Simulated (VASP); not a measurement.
TiO2: single point with r2SCAN

The system is TiO2.

```
Ti O
1.0
     4.59685    0.00000    0.00000
     0.00000    4.59685    0.00000
     0.00000    0.00000    2.92396
Ti O
2 4
Cartesian
  0.0000 0.0000 0.0000
  2.2984 2.2984 1.4620
  1.3983 1.3983 0.0000
  0.9001 3.6967 1.4620
  3.6967 0.9001 1.4620
  3.1986 3.1986 0.0000
```

This cell differs from its parent crystal: uniaxial z strain -1.0%.

| Property | Result |
| --- | --- |
| Program | VASP 6.6.1 |
| Task | single point |
| Functional | r2SCAN |
| Potentials or basis | VASP PAW PBE potentials, release 64 (Ti_sv, O) |
| Cutoff | 520 eV |
| k mesh | 6 × 6 × 8 |
| Occupations | gaussian, width 0.01 eV |
| Spin | no spin polarisation |
| Dipole correction | no |
| Further INCAR settings | ALGO = Normal; EDIFF = 1e-07; NBANDS = 33 |

```json
{
  "Pressure": "4.2 GPa",
  "Largest force": "0.038 eV/Å",
  "Band gap on the k mesh": "2.25 eV, direct"
}
```

Forces on the atoms (eV/Å):
```
Ti   0.000  0.000  0.000
Ti   0.000  0.000  0.000
O   -0.027 -0.027  0.000
O    0.027 -0.027  0.000
O   -0.027  0.027  0.000
O    0.027  0.027  0.000
```

Stress tensor (GPa, compression positive):
```
2.74 0.00 0.00
0.00 2.74 0.00
0.00 0.00 7.14
```

Levels at points of the mesh, in eV from the valence-band top:
```tsv
k point	band 21	band 22	band 23	band 24	band 25	band 26	band 27	band 28
(0.00, 0.00, 0.00)	-0.72	-0.50	-0.50	0.00	2.25	2.56	2.87	2.96
(0.50, 0.00, 0.00)	-1.64	-1.64	-0.77	-0.77	2.95	2.95	3.49	3.49
(0.50, 0.50, 0.00)	-1.33	-1.33	-1.14	-1.14	2.28	2.28	2.98	2.98
(0.00, 0.00, 0.50)	-2.40	-2.40	-1.49	-1.49	3.39	3.39	3.74	3.74
(0.50, 0.00, 0.50)	-2.09	-2.09	-1.10	-1.10	2.33	2.33	3.76	3.76
(0.50, 0.50, 0.50)	-1.32	-1.32	-0.72	-0.72	3.02	3.02	3.64	3.64
```

Wall time 5.2 min on 1 thread of Intel Xeon 6975P-C, on a shared host, peak memory 0.23 GiB.

Caveat: the cell differs from its parent crystal (uniaxial z strain -1.0%); the PAW data sets were made with another functional, which shifts forces and pressure a little. A k mesh can miss the band edges.
